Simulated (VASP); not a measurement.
# Na2AgBr3 (P-3m1) in VASP: notebook

Na2AgBr3 is run at these levels: PBEsol, r2SCAN+rVV10; tasks: single point, relaxation of cell and atoms.

All numbers are computed with VASP 6.6.1; they aren't measurements. Logs are shortened: lines on timing, memory, paths and dates and some standing lists are left out, and cuts for length are marked.

**1. The cell of the first run**

The structure is trigonal, space group P-3m1 (No. 164). Conventional cell: a = 4.158 Å, b = 4.158 Å, c = 9.984 Å, α = 90.00°, β = 90.00°, γ = 120.00°. Within 3.9 Å of Na (site symmetry 3m) lie 6 Br at 2.95 to 2.96 Å. Ag (site symmetry -3m) has 6 Br at 2.85 Å within 3.8 Å. Within 4.3 Å of Br (site symmetry 3m) lie 3 Ag at 2.85 Å and 3 Na at 2.96 Å and 12 Br at 3.91 to 4.20 Å. Within 3.9 Å of Br (site symmetry -3m) lie 6 Na at 2.95 Å.

**2. Single point, PBEsol**

Input file INCAR:

```
PREC = Accurate
ENCUT = 520
EDIFF = 1E-6
ISMEAR = -1
SIGMA = 0.03
LREAL = F
LASPH = T
NELM = 60
ALGO = Normal
ISIF = 2
LWAVE = F
LCHARG = F
GGA = PS
NBANDS = 32
```

Input file KPOINTS:

```
regular mesh
0
Gamma
  6 6 2
```

Input file POSCAR:

```
Na2AgBr3
1.0
    4.1582651877      0.0000000000      0.0000000000
   -2.0791325939      3.6011632882      0.0000000000
    0.0000000000      0.0000000000      9.9837659156
Na Ag Br
2 1 3
Direct
    0.3333333333      0.6666666667      0.8276807512
    0.6666666667      0.3333333333      0.1723192488
    0.0000000000      0.0000000000      0.5000000000
    0.3333333333      0.6666666667      0.3454807384
    0.6666666667      0.3333333333      0.6545192616
    0.0000000000      0.0000000000      0.0000000000
```

Potentials or basis: VASP PAW PBE potentials, release 64 (Na_pv, Ag, Br).

Launch:

```
> cat potpaw_PBE.64/Na_pv/POTCAR potpaw_PBE.64/Ag/POTCAR potpaw_PBE.64/Br/POTCAR > POTCAR
> mpirun -np 1 vasp_std > vasp.out
```

OUTCAR:

```text
PREC = Accurate
   ENCUT = 520
   EDIFF = 1E-6
   ISMEAR = -1
   LREAL = F
   LASPH = T
   NELM = 60
   ISIF = 2
   GGA = PS

 ion  position               nearest neighbor table
   1  0.333  0.667  0.828-
   2  0.667  0.333  0.172-
   3  0.000  0.000  0.500-   4 2.85   5 2.85   5 2.85   4 2.85   5 2.85   4 2.85
   4  0.333  0.667  0.345-   3 2.85   3 2.85   3 2.85
   5  0.667  0.333  0.655-   3 2.85   3 2.85   3 2.85
   6  0.000  0.000  0.000-

  LATTYP: Found a hexagonal cell.
 ALAT       =     4.1582651877
 C/A-ratio  =     2.4009449770

  Lattice vectors:

 A1 = (   4.1582651877,   0.0000000000,   0.0000000000)
 A2 = (  -2.0791325939,   3.6011632882,   0.0000000000)
 A3 = (   0.0000000000,   0.0000000000,   9.9837659156)

Analysis of symmetry for initial positions (statically):
=====================================================================
 Subroutine PRICEL returns:
 Original cell was already a primitive cell.

 Routine SETGRP: Setting up the symmetry group for a
 hexagonal supercell.

 Subroutine GETGRP returns: Found 12 space group operations
 (whereof 12 operations were pure point group operations)
 out of a pool of 24 trial point group operations.

The static configuration has the point symmetry D_3d.

Analysis of symmetry for dynamics (positions and initial velocities):
=====================================================================
 Subroutine PRICEL returns:
 Original cell was already a primitive cell.

 Routine SETGRP: Setting up the symmetry group for a
 hexagonal supercell.

 Subroutine GETGRP returns: Found 12 space group operations
 (whereof 12 operations were pure point group operations)
 out of a pool of 24 trial point group operations.

The dynamic configuration has the point symmetry D_3d.

 Subroutine INISYM returns: Found 12 space group operations
 (whereof 12 operations are pure point group operations),
 and found     1 'primitive' translations

----------------------------------------------------------------------------------------

                                     Primitive cell

  volume of cell :     149.5028

  direct lattice vectors                    reciprocal lattice vectors
     4.158265188  0.000000000  0.000000000     0.240484903  0.138844023  0.000000000
    -2.079132594  3.601163288  0.000000000     0.000000000  0.277688047  0.000000000
     0.000000000  0.000000000  9.983765916     0.000000000  0.000000000  0.100162605

  length of vectors
     4.158265188  4.158265188  9.983765916     0.277688047  0.277688047  0.100162605

  position of ions in fractional coordinates (direct lattice)
     0.333333333  0.666666667  0.827680751
     0.666666667  0.333333333  0.172319249
     0.000000000  0.000000000  0.500000000
     0.333333333  0.666666667  0.345480738
     0.666666667  0.333333333  0.654519262
     0.000000000  0.000000000  0.000000000

  ion indices of the primitive-cell ions
   primitive index   ion index
                 1           1
                 2           2
                 3           3
                 4           4
                 5           5
                 6           6

----------------------------------------------------------------------------------------

 KPOINTS: regular mesh

Automatic generation of k-mesh.
 Grid dimensions read from file:
 generate k-points for:    6    6    2

 Generating k-lattice:

  Cartesian coordinates                     Fractional coordinates (reciprocal lattice)
     0.040080817  0.023140671  0.000000000     0.166666667  0.000000000  0.000000000
     0.000000000  0.046281341  0.000000000     0.000000000  0.166666667  0.000000000
     0.000000000  0.000000000  0.050081302     0.000000000  0.000000000  0.500000000

  Length of vectors
     0.046281341  0.046281341  0.050081302

  Shift w.r.t. Gamma in fractional coordinates (k-lattice)
     0.000000000  0.000000000  0.000000000

 Subroutine IBZKPT returns following result:
 ===========================================

 Found     14 irreducible k-points:

 Following reciprocal coordinates:
            Coordinates               Weight
  0.000000  0.000000  0.000000      1.000000
  0.166667 -0.000000  0.000000      6.000000
  0.333333  0.000000  0.000000      6.000000
  0.500000  0.000000  0.000000      3.000000
  0.166667  0.166667  0.000000      6.000000
  0.333333  0.166667  0.000000     12.000000
  0.333333  0.333333  0.000000      2.000000
  0.000000  0.000000  0.500000      1.000000
  0.166667 -0.000000  0.500000      6.000000
  0.333333  0.000000  0.500000      6.000000
  0.500000  0.000000  0.500000      3.000000
  0.166667  0.166667  0.500000      6.000000
  0.333333  0.166667  0.500000     12.000000
  0.333333  0.333333  0.500000      2.000000
   k-points           NKPTS =     14   k-points in BZ     NKDIM =     14   number of bands    NBANDS=     32
   number of dos      NEDOS =    301   number of ions     NIONS =      6
   total plane-waves  NPLWV =  81920
   dimension x,y,z NGX =    32 NGY =   32 NGZ =   80
   dimension x,y,z NGXF=    64 NGYF=   64 NGZF=  160
   ions per type =               2   1   3
   NGX,Y,Z   is equivalent  to a cutoff of  12.79, 12.79, 13.32 a.u.
   NGXF,Y,Z  is equivalent  to a cutoff of  25.59, 25.59, 26.64 a.u.
 SYSTEM =  unknown system
   PREC   = accura    normal or accurate (medium, high low for compatibility)
   ISTART =      0    job   : 0-new  1-cont  2-samecut
   ICHARG =      2    charge: 1-file 2-atom 10-const
   ISPIN  =      1    spin polarized calculation?
   LNONCOLLINEAR =      F non collinear calculations
   LSORBIT =      F    spin-orbit coupling
   LASPH  =      T    aspherical Exc in radial PAW
   ENCUT  =  520.0 eV  38.22 Ry    6.18 a.u.   7.73  7.73 18.56*2*pi/ulx,y,z
   NELM   =     60;   NELMIN=  2; NELMDL= -5     # of ELM steps
   EDIFF  = 0.1E-05   stopping-criterion for ELM
   LREAL  =      F    real-space projection
   EDIFFG = 0.1E-04   stopping-criterion for IOM
   NSW    =      0    number of steps for IOM
   IBRION =     -1    ionic relax: 0-MD 1-quasi-New 2-CG
   NFREE  =      0    steps in history (QN), initial steepest desc. (CG)
   ISIF   =      2    stress and relaxation
   ISYM   =      2    0-nonsym 1-usesym 2-fastsym
   POTIM  = 0.5000    time-step for ionic-motion
   TEBEG  =    0.0;   TEEND  =   0.0 temperature during run
   PSTRESS=    0.0 pullay stress
   NELECT =      46.0000    total number of electrons
   NUPDOWN=      -1.0000    fix difference up-down
   EMIN   =  10.00;   EMAX   =-10.00  energy-range for DOS
   EFERMI =   0.00;   METHOD = LEGACY
   ISMEAR =    -1;   SIGMA  =   0.03  broadening in eV -4-tet -1-fermi 0-gaus
   EFERMI_NEDOS =   21; number of points for ismear=-14 and -15
   IALGO  =     38    algorithm
   IMIX   =      4    mixing-type and parameters
     AMIX     =   0.40;   BMIX     =  1.00
     AMIX_MAG =   1.60;   BMIX_MAG =  1.00
  volume/ion in A,a.u.               =      24.92       168.15
  Fermi-wavevector in a.u.,A,eV,Ry     =   1.105209  2.088542 16.619331  1.221486
  Thomas-Fermi vector in A             =   2.241693
   LORBIT       =      0    0 simple, 1 ext, 2 COOP (PROOUT), +10 PAW based schemes
   GGA     = PS    functional components
   LHFCALC =     F    Hartree Fock is set to
   AEXX    =    0.0000 exact exchange contribution
   IVDW    =     0    specifies the selected vdW correction
   LEPSILON=     F    determine dielectric tensor
   LRPA    =     F    only Hartree local field effects (RPA)
 non-spin polarized calculation
  energy-cutoff  :      520.00
  volume of cell :      149.50
 maximum number of plane-waves:      4070
 NGX is ok and might be reduce to    32
   NGX = 15   NGY = 15   NGZ = 37

 number of electron      46.0000006 magnetization

 Free energy of the ion-electron system (eV)
  ---------------------------------------------------
  ext. energy  EPLUGINS =         0.00000000
  ---------------------------------------------------
  free energy    TOTEN  =       -18.39948716 eV

  energy without entropy =      -18.39948716  energy(sigma->0) =      -18.39948716

 E-fermi :   1.9354     XC(G=0):  -8.8487

 val. band max:        1.2609029621   @ k =   0.0000   0.0000   0.5000
 cond. band min:       3.5423521651   @ k =   0.0000   0.0000   0.0000
 fundamental gap:      2.2814492030
 Fermi energy:         1.9353670103

 k-point     1 :       0.0000    0.0000    0.0000
  band No.  band energies     occupation
      1     -21.1960      2.00000
      2     -21.1867      2.00000
      3     -21.1847      2.00000
      4     -21.1847      2.00000
      5     -21.1841      2.00000
      6     -21.1841      2.00000
[... 24 lines left out ...]
     31      10.0179      0.00000
     32      10.0179      0.00000

 k-point     2 :       0.1667   -0.0000    0.0000
  band No.  band energies     occupation
      1     -21.1946      2.00000
      2     -21.1888      2.00000
      3     -21.1873      2.00000
      4     -21.1856      2.00000
      5     -21.1855      2.00000
      6     -21.1845      2.00000
[... 24 lines left out ...]
     31       9.3839      0.00000
     32       9.5734      0.00000

 k-point     3 :       0.3333    0.0000    0.0000
  band No.  band energies     occupation
      1     -21.1966      2.00000
      2     -21.1936      2.00000
      3     -21.1900      2.00000
      4     -21.1873      2.00000
      5     -21.1856      2.00000
      6     -21.1853      2.00000
[... 24 lines left out ...]
     31       9.5252      0.00000
     32       9.7034      0.00000

 k-point     4 :       0.5000    0.0000    0.0000
  band No.  band energies     occupation
      1     -21.2001      2.00000
      2     -21.1964      2.00000
      3     -21.1882      2.00000
      4     -21.1881      2.00000
      5     -21.1862      2.00000
      6     -21.1854      2.00000
[... 24 lines left out ...]
     31       9.5684      0.00000
     32      10.0376      0.00000

 k-point     5 :       0.1667    0.1667    0.0000
  band No.  band energies     occupation
      1     -21.1941      2.00000
      2     -21.1923      2.00000
      3     -21.1902      2.00000
      4     -21.1871      2.00000
      5     -21.1864      2.00000
      6     -21.1851      2.00000
[... 24 lines left out ...]
     31       9.1563      0.00000
     32       9.7211      0.00000

 k-point     6 :       0.3333    0.1667    0.0000
  band No.  band energies     occupation
      1     -21.1979      2.00000
      2     -21.1951      2.00000
      3     -21.1899      2.00000
      4     -21.1885      2.00000
      5     -21.1876      2.00000
      6     -21.1853      2.00000
[... 24 lines left out ...]
     31       9.6749      0.00000
     32      10.0310      0.00000

 k-point     7 :       0.3333    0.3333    0.0000
  band No.  band energies     occupation
      1     -21.1956      2.00000
      2     -21.1940      2.00000
      3     -21.1940      2.00000
      4     -21.1912      2.00000
      5     -21.1862      2.00000
      6     -21.1862      2.00000
[... 24 lines left out ...]
     31       9.7311      0.00000
     32       9.7311      0.00000

 k-point     8 :       0.0000    0.0000    0.5000
  band No.  band energies     occupation
      1     -21.1959      2.00000
      2     -21.1868      2.00000
      3     -21.1847      2.00000
      4     -21.1847      2.00000
      5     -21.1841      2.00000
      6     -21.1841      2.00000
[... 24 lines left out ...]
     31      10.1332      0.00000
     32      10.1334      0.00000

 k-point     9 :       0.1667   -0.0000    0.5000
  band No.  band energies     occupation
      1     -21.1945      2.00000
      2     -21.1888      2.00000
      3     -21.1873      2.00000
      4     -21.1856      2.00000
      5     -21.1855      2.00000
      6     -21.1846      2.00000
[... 24 lines left out ...]
     31       9.7372      0.00000
     32       9.9855      0.00000

 k-point    10 :       0.3333    0.0000    0.5000
  band No.  band energies     occupation
      1     -21.1966      2.00000
      2     -21.1936      2.00000
      3     -21.1899      2.00000
      4     -21.1873      2.00000
      5     -21.1856      2.00000
      6     -21.1853      2.00000
[... 24 lines left out ...]
     31       9.4452      0.00000
     32       9.6658      0.00000

 k-point    11 :       0.5000    0.0000    0.5000
  band No.  band energies     occupation
      1     -21.2001      2.00000
      2     -21.1964      2.00000
      3     -21.1882      2.00000
      4     -21.1881      2.00000
      5     -21.1862      2.00000
      6     -21.1854      2.00000
[... 24 lines left out ...]
     31       9.8387      0.00000
     32       9.9753      0.00000

 k-point    12 :       0.1667    0.1667    0.5000
  band No.  band energies     occupation
      1     -21.1941      2.00000
      2     -21.1923      2.00000
      3     -21.1902      2.00000
      4     -21.1871      2.00000
      5     -21.1864      2.00000
      6     -21.1851      2.00000
[... 24 lines left out ...]
     31       9.0947      0.00000
     32       9.5296      0.00000

 k-point    13 :       0.3333    0.1667    0.5000
  band No.  band energies     occupation
      1     -21.1979      2.00000
      2     -21.1951      2.00000
      3     -21.1899      2.00000
      4     -21.1885      2.00000
      5     -21.1876      2.00000
      6     -21.1853      2.00000
[... 24 lines left out ...]
     31       9.4960      0.00000
     32       9.7752      0.00000

 k-point    14 :       0.3333    0.3333    0.5000
  band No.  band energies     occupation
      1     -21.1956      2.00000
      2     -21.1940      2.00000
      3     -21.1940      2.00000
      4     -21.1912      2.00000
      5     -21.1862      2.00000
      6     -21.1862      2.00000
[... 24 lines left out ...]
     31       9.4762      0.00000
     32       9.4762      0.00000

------------------------ aborting loop because EDIFF is reached ----------------------------------------

  FORCE on cell =-STRESS in cart. coord.  units (eV):
  Direction    XX          YY          ZZ          XY          YZ          ZX
  --------------------------------------------------------------------------------------
  -------------------------------------------------------------------------------------
  Total       -0.0048573     -0.0048573     -0.0208954      0.0000000      0.0000000     -0.0000000
  in kB       -0.0520540     -0.0520540     -0.2239298      0.0000000      0.0000000     -0.0000000
  external PRESSURE =      -0.1093459 kB  Pullay stress =       0.0000000 kB

 VOLUME and BASIS-vectors are now :
 -----------------------------------------------------------------------------
  energy-cutoff  :      520.00
  volume of cell :      149.50
      direct lattice vectors                 reciprocal lattice vectors
     4.158265188  0.000000000  0.000000000     0.240484903  0.138844023  0.000000000
    -2.079132594  3.601163288  0.000000000     0.000000000  0.277688047  0.000000000
     0.000000000  0.000000000  9.983765916     0.000000000  0.000000000  0.100162605

 POSITION                                       TOTAL-FORCE (eV/Angst)
 -----------------------------------------------------------------------------------
     -0.00000      2.40078      8.26337        -0.000000      0.000000     -0.005681
      2.07913      1.20039      1.72040         0.000000      0.000000      0.005681
      0.00000      0.00000      4.99188         0.000000      0.000000      0.000000
     -0.00000      2.40078      3.44920         0.000000      0.000000      0.008203
      2.07913      1.20039      6.53457        -0.000000     -0.000000     -0.008203
      0.00000      0.00000      0.00000         0.000000      0.000000      0.000000
 -----------------------------------------------------------------------------------
    total drift:                                0.000000      0.000000      0.000000

  FREE ENERGIE OF THE ION-ELECTRON SYSTEM (eV)
  ---------------------------------------------------
  free  energy   TOTEN  =       -18.3994871569 eV

  energy  without entropy=      -18.3994871569  energy(sigma->0) =      -18.39948716
```

Wall time 74 s (1 thread of Intel Xeon Platinum 8488C (Sapphire Rapids), shared host); peak memory 0.3 GiB.

What came out:

- Free energy: -18.3995 eV
- Pressure: 0.0 GPa
- Largest force: 0.008 eV/Å
- Band gap on the k mesh: 2.28 eV (least direct gap 2.29 eV)

Forces in eV/Å, atoms in the order of the input:
```
Na   0.000  0.000 -0.006
Na   0.000  0.000  0.006
Ag   0.000  0.000  0.000
Br   0.000  0.000  0.008
Br   0.000  0.000 -0.008
Br   0.000  0.000  0.000
```

Caveat: the PAW data sets were made with another functional, which shifts forces and pressure a little.

**3. Single point, r2SCAN+rVV10**

Input file POSCAR:

```
Na2AgBr3
1.0
    4.1519549875      0.0000000000      0.0000000000
   -2.0759774938      3.5956984946      0.0000000000
    0.0000000000      0.0000000000     10.0250477645
Na Ag Br
2 1 3
Direct
    0.3333333333      0.6666666667      0.8299547593
    0.6666666667      0.3333333333      0.1700452407
    0.0000000000      0.0000000000      0.5000000000
    0.3333333333      0.6666666667      0.3396221789
    0.6666666667      0.3333333333      0.6603778211
    0.0000000000      0.0000000000      0.0000000000
```

Input file INCAR.step1:

```
  PREC = Accurate
  ENCUT = 520
  ISMEAR = -1
  SIGMA = 0.03
  LREAL = F
  LASPH = T
  NELM = 80
  NBANDS = 32
  GGA = PE
  ALGO = Normal
  EDIFF = 1E-4
  LWAVE = T
  LCHARG = F
```

Input file INCAR.step2:

```
  PREC = Accurate
  ENCUT = 520
  EDIFF = 1E-7
  ISMEAR = -1
  SIGMA = 0.03
  LREAL = F
  LASPH = T
  NELM = 80
  ALGO = Normal
  ISIF = 2
  LWAVE = F
  LCHARG = F
  METAGGA = R2SCAN
  LMIXTAU = T
  LUSE_VDW = T
  IVDW_NL = 2
  BPARAM = 11.95
  CPARAM = 0.0093
  NBANDS = 32
  ISTART = 1
```

Input file KPOINTS:

```
Automatic mesh
0
Gamma
  6 6 2
```

Potentials or basis: VASP PAW PBE potentials, release 64 (Na_pv, Ag, Br).

Launch:

```
> cat potpaw_PBE.64/Na_pv/POTCAR potpaw_PBE.64/Ag/POTCAR potpaw_PBE.64/Br/POTCAR > POTCAR
> cp INCAR.step1 INCAR
> mpirun -np 1 vasp_std > vasp.out
> cp INCAR.step2 INCAR
> mpirun -np 1 vasp_std > vasp.out
```

Wall time 10 min (1 thread of Intel Xeon Platinum 8488C (Sapphire Rapids), shared host); peak memory 0.62 GiB.

Results (log left out):

```yaml
Free_energy: -74.8405 eV
Pressure: 0.0 GPa
Largest_force: 0.024 eV/Å
Band_gap_on_the_k_mesh: 3.07 eV (least direct gap 3.08 eV)
```

Forces in eV/Å, atoms in the order of the input:
```
Na   0.000  0.000  0.016
Na   0.000  0.000 -0.016
Ag   0.000  0.000  0.000
Br   0.000  0.000 -0.024
Br   0.000  0.000  0.024
Br   0.000  0.000  0.000
```

Levels at points of the mesh, in eV from the valence-band top:
| k point | band 20 | band 21 | band 22 | band 23 | band 24 | band 25 | band 26 | band 27 |
| --- | --- | --- | --- | --- | --- | --- | --- | --- |
| (0.00, 0.00, 0.00) | -1.13 | -1.08 | -0.01 | -0.01 | 3.07 | 5.21 | 5.49 | 8.57 |
| (0.50, 0.00, 0.00) | -1.54 | -1.50 | -0.24 | -0.11 | 4.33 | 6.02 | 6.45 | 6.89 |
| (0.00, 0.00, 0.50) | -1.21 | -1.21 | 0.00 | 0.00 | 3.64 | 4.72 | 5.42 | 8.50 |
| (0.50, 0.00, 0.50) | -1.59 | -1.47 | -0.13 | -0.10 | 4.51 | 5.46 | 6.33 | 7.11 |

Caveat: the PAW data sets were made with another functional, which shifts forces and pressure a little.

(Part 1 of 2 ends here.)
